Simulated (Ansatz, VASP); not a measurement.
**Two plane-wave programs on BaTiO3**

The input INCAR:

```
ALGO = Normal
EDIFF = 1E-8
ENCUT = 520
GGA = PE
ISIF = 2
ISMEAR = -1
LASPH = True
LCHARG = False
LEFG = True
LREAL = False
LWAVE = False
NBANDS = 28
NELM = 60
PREC = Accurate
SIGMA = 0.05
```

File KPOINTS:

```
k-points
0
Gamma
  8 8 8
```

Contents of POSCAR:

```
BaTiO3
1.0
    4.0073000000      0.0000000000      0.0000000000
    0.0000000000      4.0073000000      0.0000000000
    0.0000000000      0.0000000000      3.9271540000
Ba Ti O
1 1 3
Direct
    0.5000000000      0.5000000000      0.5000000000
    0.0000000000      0.0000000000      0.0000000000
    0.5000000000      0.0000000000      0.0000000000
    0.0000000000      0.5000000000      0.0000000000
    0.0000000000      0.0000000000      0.5000000000
```

Input for Ansatz:

```yaml
crystal:
  lattice:
    - [4.0073, 0.0, 0.0]
    - [0.0, 4.0073, 0.0]
    - [0.0, 0.0, 3.927154]
  atoms:
    - { symbol: Ba, position: [0.5, 0.5, 0.5] }
    - { symbol: Ti, position: [0.0, 0.0, 0.0] }
    - { symbol: O, position: [0.5, 0.0, 0.0] }
    - { symbol: O, position: [0.0, 0.5, 0.0] }
    - { symbol: O, position: [0.0, 0.0, 0.5] }
kpoints:
  mp_grid: { grid: [8, 8, 8] }
scf:
  occupations: { method: fermi_dirac, width: 0.05 }
hamiltonian:
  xc: pbe
  pseudopotentials: { kind: paw }
output:
  forces: true
  stress: true
  eigenvalues: true
  efg: { contact_densities: true }
```

Change from the starting cell: zz strain of -2 %, PAW files.

Alike in both runs: task electric field gradients; functional PBE; k mesh 8 × 8 × 8; occupations fermi-dirac, width 0.05 eV; no spin polarisation.

```csv
,VASP,Ansatz
version,VASP 6.6.1,Ansatz 0.2.0
potentials or method,"VASP PAW PBE potentials, release 64 (Ba_sv, Ti_sv, O)","PAW with Ansatz's default frozen-core files, scalar-relativistic"
plane-wave cutoff (eV),520,420
valence electrons in the cell,40,40
```

VASP gave:

* pressure (GPa): 7.1
* traceless stress, the component that is largest in VASP (GPa): 2.94
* size of Vzz on the site where it differs most (V/Å²): 17.0

Estimate Ansatz's values.

pressure (GPa): 5.2; traceless stress, the component that is largest in VASP (GPa): 2.85; size of Vzz on the site where it differs most (V/Å²): 18.1.

With one functional, cell and mesh, what is left measures potentials, basis and numerics.

Spin-orbit coupling is off throughout.
